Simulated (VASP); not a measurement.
Wanted: the native input for a VASP 6.6.1 run.

| Item | Value |
| --- | --- |
| Task | relaxation of cell and atoms |
| Functional | PBE |
| Potentials or basis | VASP PAW PBE potentials, release 64 (Y_sv, Mg, O) |
| Cutoff | 600 eV |
| k mesh | 14 × 14 × 14 |
| Occupations | gaussian, width 0.1 eV |
| Spin | no spin polarisation |
| Dipole correction | no |
| Further INCAR settings | ALGO = Normal; EDIFF = 1e-07; IBRION = 2; EDIFFG = -0.01; NSW = 100; ISIF = 3 |

The structure of YMg2O2 lies in POSCAR:

```
YMg2O2
1.0
   -1.9445890011      1.9445890011      4.7718628083
    1.9445890011     -1.9445890011      4.7718628083
    1.9445890011      1.9445890011     -4.7718628083
Y Mg O
1 2 2
Direct
    0.0000000000      0.0000000000      0.0000000000
    0.3294078539      0.3294078539      0.0000000000
    0.6705921461      0.6705921461      0.0000000000
    0.7500000000      0.2500000000      0.5000000000
    0.2500000000      0.7500000000      0.5000000000
```

The cell was generated, and may not be a known phase.

These files were run (other wordings do the same):

INCAR

```
SYSTEM = YMg2O2
PREC = Accurate
ENCUT = 600
EDIFF = 1E-7
ISMEAR = 0
SIGMA = 0.1
LREAL = .FALSE.
LASPH = .TRUE.
NELM = 100
ALGO = Normal
ISIF = 3
LWAVE = .FALSE.
LCHARG = .FALSE.
GGA = PE
IBRION = 2
NSW = 100
EDIFFG = -0.01
```

KPOINTS

```
regular mesh
0
G
  14 14 14
  0 0 0
```

Potentials or basis: VASP PAW PBE potentials, release 64 (Y_sv, Mg, O).

Run with:

```console
$ cat potpaw_PBE.64/Y_sv/POTCAR potpaw_PBE.64/Mg/POTCAR potpaw_PBE.64/O/POTCAR > POTCAR
$ mpirun -np 1 vasp_std > vasp.out
```

It gave:

```json
{
 "Relaxed volume": "14.39 Å³/atom",
 "Relaxed cell": "a = 5.505 Å, b = 5.505 Å, c = 5.505 Å, α = 138.70°, β = 138.70°, γ = 59.83°",
 "Space group after relaxing (to 0.1 Å)": "I4/mmm (No. 139)",
 "Energy gained by relaxing": "0.1 meV/atom",
 "Ionic steps": "5",
 "Pressure after relaxing": "0.0 GPa",
 "Band gap on the k mesh": "zero (an odd number of electrons rules out a gap without spin polarisation)"
}
```

Run time: 26 min on 1 thread of Intel(R) Xeon(R) Platinum 8488C (Sapphire Rapids), with other jobs on the host, peak memory 0.71 GiB.
